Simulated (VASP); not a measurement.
# Ta2N in VASP: further runs

Ta2N is run at these levels: LDA; tasks: single point.

Everything below comes from runs of VASP 6.6.1. Logs are shortened: lines on timing, memory, paths and dates and some standing lists are left out, and cuts for length are marked.

### Step 1. The cell of the first run

The typed cell holds 3 atoms: a = 3.063 Å, b = 3.124 Å, c = 4.452 Å, α = 90.00°, β = 90.00°, γ = 121.99°.

### Step 2. Single point, LDA (engineering shear strain xy -0.0467, normal strain along z -0.0700)

INCAR reads:

```
PREC     = Accurate       # precision mode
ENCUT    = 700            # plane-wave cutoff, eV
EDIFF    = 1E-6           # SCF threshold, eV
ISMEAR   = 0              # smearing method
SIGMA    = 0.15           # smearing width, eV
LREAL    = F              # projectors in reciprocal space
LASPH    = T              # aspherical terms in the spheres
NELM     = 120            # most SCF steps
ALGO     = Normal         # electronic algorithm
ISIF     = 2              # what is computed and relaxed
LWAVE    = F              # write WAVECAR
LCHARG   = T              # write CHGCAR
LELF     = T              # ELF
LVHAR    = T            
NBANDS   = 22             # bands
GGA_COMPAT= F
```

KPOINTS reads:

```
Automatic mesh
0
Gamma
  15 15 8
```

POSCAR reads:

```
Ta2N
1.0
    3.0618406011     -0.0714939780      0.0000000000
   -1.5928359018      2.6873787319      0.0000000000
    0.0000000000      0.0000000000      4.4520612878
Ta N
2 1
Direct
    0.6666666667      0.3333333333      0.7466885012
    0.3333333333      0.6666666667      0.2533114988
    0.0000000000      0.0000000000      0.0000000000
```

Potentials or basis: VASP PAW LDA potentials, release 64 (Ta_sv_GW, N).

Launch:

```console
$ cat potpaw_LDA.64/Ta_sv_GW/POTCAR potpaw_LDA.64/N/POTCAR > POTCAR
$ mpirun -np 1 vasp_std > vasp.out
```

OUTCAR:

```text
PREC = Accurate
   ENCUT = 700
   EDIFF = 1E-6
   ISMEAR = 0
   LREAL = F
   LASPH = T
   NELM = 120
   ISIF = 2

 ion  position               nearest neighbor table
   1  0.667  0.333  0.747-   3 2.07   3 2.10   3 2.13   2 2.80   2 2.82   2 2.84   2 2.84   2 2.87
                             2 2.89
   2  0.333  0.667  0.253-   3 2.07   3 2.10   3 2.13   1 2.80   1 2.82   1 2.84   1 2.84   1 2.87
                             1 2.89
   3  0.000  0.000  0.000-   1 2.07   2 2.07   1 2.10   2 2.10   1 2.13   2 2.13

  LATTYP: Found a simple monoclinic cell.
 ALAT       =     3.0001379722
 B/A-ratio  =     1.4839521812
 C/A-ratio  =     1.0208447771
 COS(beta)  =    -0.4691584668

  Lattice vectors:

 A1 = (   1.4690046993,   2.6158847539,   0.0000000000)
 A2 = (   0.0000000000,   0.0000000000,  -4.4520612878)
 A3 = (  -3.0618406011,   0.0714939780,   0.0000000000)

Analysis of symmetry for initial positions (statically):
=====================================================================
 Subroutine PRICEL returns:
 Original cell was already a primitive cell.

 Routine SETGRP: Setting up the symmetry group for a
 simple monoclinic supercell.

 Subroutine GETGRP returns: Found  2 space group operations
 (whereof  2 operations were pure point group operations)
 out of a pool of  4 trial point group operations.

The static configuration has the point symmetry S_2 .

Analysis of symmetry for dynamics (positions and initial velocities):
=====================================================================
 Subroutine PRICEL returns:
 Original cell was already a primitive cell.

 Routine SETGRP: Setting up the symmetry group for a
 simple monoclinic supercell.

 Subroutine GETGRP returns: Found  2 space group operations
 (whereof  2 operations were pure point group operations)
 out of a pool of  4 trial point group operations.

The dynamic configuration has the point symmetry S_2 .

 Subroutine INISYM returns: Found  2 space group operations
 (whereof  2 operations are pure point group operations),
 and found     1 'primitive' translations

----------------------------------------------------------------------------------------

                                     Primitive cell

  volume of cell :      36.1260

  direct lattice vectors                    reciprocal lattice vectors
[... 85 lines left out ...]
   LSORBIT =      F    spin-orbit coupling
   LASPH  =      T    aspherical Exc in radial PAW
   ENCUT  =  700.0 eV  51.45 Ry    7.17 a.u.   6.61  6.74  9.60*2*pi/ulx,y,z
   NELM   =    120;   NELMIN=  2; NELMDL= -5     # of ELM steps
   EDIFF  = 0.1E-05   stopping-criterion for ELM
   LREAL  =      F    real-space projection
   EDIFFG = 0.1E-04   stopping-criterion for IOM
   NSW    =      0    number of steps for IOM
   IBRION =     -1    ionic relax: 0-MD 1-quasi-New 2-CG
   NFREE  =      0    steps in history (QN), initial steepest desc. (CG)
   ISIF   =      2    stress and relaxation
   ISYM   =      2    0-nonsym 1-usesym 2-fastsym
   POTIM  = 0.5000    time-step for ionic-motion
   TEBEG  =    0.0;   TEEND  =   0.0 temperature during run
   PSTRESS=    0.0 pullay stress
   NELECT =      31.0000    total number of electrons
   NUPDOWN=      -1.0000    fix difference up-down
   EMIN   =  10.00;   EMAX   =-10.00  energy-range for DOS
   EFERMI =   0.00;   METHOD = LEGACY
   ISMEAR =     0;   SIGMA  =   0.15  broadening in eV -4-tet -1-fermi 0-gaus
   EFERMI_NEDOS =   21; number of points for ismear=-14 and -15
   IALGO  =     38    algorithm
   IMIX   =      4    mixing-type and parameters
     AMIX     =   0.40;   BMIX     =  1.00
     AMIX_MAG =   1.60;   BMIX_MAG =  1.00
  volume/ion in A,a.u.               =      12.04        81.26
  Fermi-wavevector in a.u.,A,eV,Ry     =   1.555686  2.939821 32.928276  2.420160
  Thomas-Fermi vector in A             =   2.659591
   LORBIT       =      0    0 simple, 1 ext, 2 COOP (PROOUT), +10 PAW based schemes
   GGA     = CA    functional components
   LHFCALC =     F    Hartree Fock is set to
   AEXX    =    0.0000 exact exchange contribution
   IVDW    =     0    specifies the selected vdW correction
   LEPSILON=     F    determine dielectric tensor
   LRPA    =     F    only Hartree local field effects (RPA)
 non-spin polarized calculation
 Gauss-broadening in eV      SIGMA  =   0.15
  energy-cutoff  :      700.00
  volume of cell :       36.13
 maximum number of plane-waves:      1544
   NGX = 13   NGY = 13   NGZ = 19

 number of electron      31.0000000 magnetization

 Free energy of the ion-electron system (eV)
  ---------------------------------------------------
  ext. energy  EPLUGINS =         0.00000000
  ---------------------------------------------------
  free energy    TOTEN  =       -42.26081641 eV

  energy without entropy =      -42.25092827  energy(sigma->0) =      -42.25587234

 E-fermi :  13.2320     XC(G=0): -14.1595

 val. band max:       13.2308667500   @ k =   0.3333  -0.3333   0.3750
 cond. band min:      13.2359573047   @ k =   0.2667   0.0667   0.0000
 fundamental gap:      0.0050905547
 Fermi energy:        13.2319855576

 k-point     1 :       0.0000    0.0000    0.0000
  band No.  band energies     occupation
      1     -54.6396      2.00000
      2     -54.4598      2.00000
      3     -22.2951      2.00000
      4     -21.2509      2.00000
      5     -21.1820      2.00000
      6     -20.9888      2.00000
[... 589 lines left out ...]
     21      16.1853      0.00000
     22      19.6138      0.00000

 [... further k-points ...]

------------------------ aborting loop because EDIFF is reached ----------------------------------------

  FORCE on cell =-STRESS in cart. coord.  units (eV):
  Direction    XX          YY          ZZ          XY          YZ          ZX
  --------------------------------------------------------------------------------------
  -------------------------------------------------------------------------------------
  Total        5.0194220      5.0405822      9.7907697      2.1900457     -0.0477576     -0.8266472
  in kB      222.6097731    223.5482175    434.2175255     97.1278323     -2.1180343    -36.6615427
  external PRESSURE =     293.4585054 kB  Pullay stress =       0.0000000 kB

 VOLUME and BASIS-vectors are now :
 -----------------------------------------------------------------------------
  energy-cutoff  :      700.00
  volume of cell :       36.13
      direct lattice vectors                 reciprocal lattice vectors
     3.061840601 -0.071493978  0.000000000     0.331184452  0.196296294  0.000000000
    -1.592835902  2.687378732  0.000000000     0.008810702  0.377332004  0.000000000
     0.000000000  0.000000000  4.452061288     0.000000000  0.000000000  0.224615057

 POSITION                                       TOTAL-FORCE (eV/Angst)
 -----------------------------------------------------------------------------------
      1.51028      0.84813      3.32430         0.079200      0.003389     -0.033921
     -0.04128      1.76775      1.12776        -0.079200     -0.003389      0.033921
      0.00000      0.00000      0.00000        -0.000000      0.000000      0.000000
 -----------------------------------------------------------------------------------
    total drift:                               -0.000000      0.000000      0.000000

  FREE ENERGIE OF THE ION-ELECTRON SYSTEM (eV)
  ---------------------------------------------------
  free  energy   TOTEN  =       -42.2608164141 eV

  energy  without entropy=      -42.2509282699  energy(sigma->0) =      -42.25587234
```

OSZICAR:

```text
N       E                     dE             d eps       ncg     rms          rms(c)
DAV:   1     0.298121897561E+03    0.29812E+03   -0.22646E+04 39668   0.179E+03
DAV:   2    -0.276117239724E+02   -0.32573E+03   -0.31165E+03 49986   0.432E+02
DAV:   3    -0.461515434081E+02   -0.18540E+02   -0.18290E+02 52608   0.987E+01
DAV:   4    -0.467603894865E+02   -0.60885E+00   -0.60853E+00 50040   0.151E+01
DAV:   5    -0.467661511972E+02   -0.57617E-02   -0.57608E-02 53864   0.153E+00    0.103E+02
DAV:   6    -0.426730170909E+02    0.40931E+01   -0.17450E+01 44648   0.248E+01    0.798E+01
DAV:   7    -0.426455703389E+02    0.27447E-01   -0.54376E+00 41768   0.147E+01    0.425E+00
DAV:   8    -0.422631584281E+02    0.38241E+00   -0.14095E+00 44732   0.724E+00    0.546E+00
DAV:   9    -0.422615321860E+02    0.16262E-02   -0.99573E-02 46480   0.216E+00    0.377E+00
DAV:  10    -0.422612091670E+02    0.32302E-03   -0.24760E-03 46042   0.359E-01    0.300E+00
DAV:  11    -0.422612001463E+02    0.90208E-05   -0.79693E-04 47400   0.253E-01    0.169E+00
DAV:  12    -0.422608558829E+02    0.34426E-03   -0.24670E-03 43508   0.390E-01    0.209E+00
DAV:  13    -0.422608264873E+02    0.29396E-04   -0.97286E-05 45674   0.691E-02    0.104E+00
DAV:  14    -0.422608192884E+02    0.71989E-05   -0.16366E-05 47122   0.264E-02    0.381E-01
DAV:  15    -0.422608164668E+02    0.28216E-05   -0.80423E-06 37854   0.195E-02    0.123E-01
DAV:  16    -0.422608164141E+02    0.52630E-07   -0.79468E-07 23880   0.633E-03
   1 F= -.42260816E+02 E0= -.42255872E+02  d E =-.988814E-02
```

Run time: 7.4 min. Hardware: 1 thread of Intel Xeon 6975P-C (Granite Rapids), shared host; peak memory 1 GiB.

What came out:

```yaml
Free_energy: -42.2608 eV
Pressure: 29.3 GPa
Largest_force: 0.086 eV/Å
Band_gap_on_the_k_mesh: zero (an odd number of electrons rules out a gap without spin polarisation)
```

Forces on the atoms (eV/Å):
```
Ta   0.079  0.003 -0.034
Ta  -0.079 -0.003  0.034
N    0.000  0.000  0.000
```

Levels at points of the mesh, in eV from the Fermi level:
```tsv
k point	band 11	band 12	band 13	band 14	band 15	band 16	band 17	band 18	band 19	band 20
(0.00, 0.00, 0.00)	-7.09	-6.73	-4.38	-0.62	-0.29	-0.04	0.06	0.20	0.45	1.17
(0.00, 0.00, 0.50)	-7.37	-7.03	-2.45	-2.06	-2.03	-1.25	2.32	2.39	2.87	3.26
```

Caveat: the cell differs from its parent crystal (engineering shear strain xy -0.0467, normal strain along z -0.0700); the stress differs along the axes, from 22 to 43 GPa; spin-orbit coupling is left out, which moves the levels of the heavy elements.

[end of part 1 of 3]

The gap in the log of VASP goes by the Fermi energy; the results here count the filled bands.